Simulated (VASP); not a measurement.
A run of VASP 6.6.1 is set up as follows.

File INCAR:

```
PREC = Accurate ; ENCUT = 520
EDIFF = 1E-6 ; ISMEAR = -1
SIGMA = 0.08 ; LREAL = F
LASPH = T ; NELM = 80
ALGO = Normal ; ISIF = 2
LWAVE = F ; LCHARG = F
GGA = PE ; NBANDS = 9
```

Contents of KPOINTS:

```
Automatic mesh
0
Gamma
  15 15 15
```

The input POSCAR:

```
Mg
1.0
   -2.7476815865      2.7476815865      1.4504845101
    2.7476815865     -2.7476815865      1.4504845101
    2.7476815865      2.7476815865     -1.4504845101
Mg
2
Direct
   -0.3750000000     -0.1250000000     -0.2500000000
    0.3750000000      0.1250000000      0.2500000000
```

Potentials or basis: VASP PAW PBE potentials, release 64 (Mg).

Command:

```console
$ cat potpaw_PBE.64/Mg/POTCAR > POTCAR
$ mpirun -np 1 vasp_std > vasp.out
```

Question: Predict the band gap on the k mesh.

Answer: Zero (bands 2 and 3 overlap by 5.48 eV).

Question: Predict the pressure.

Answer: 5.7 GPa.

Caveat: the cell stands under pressure.
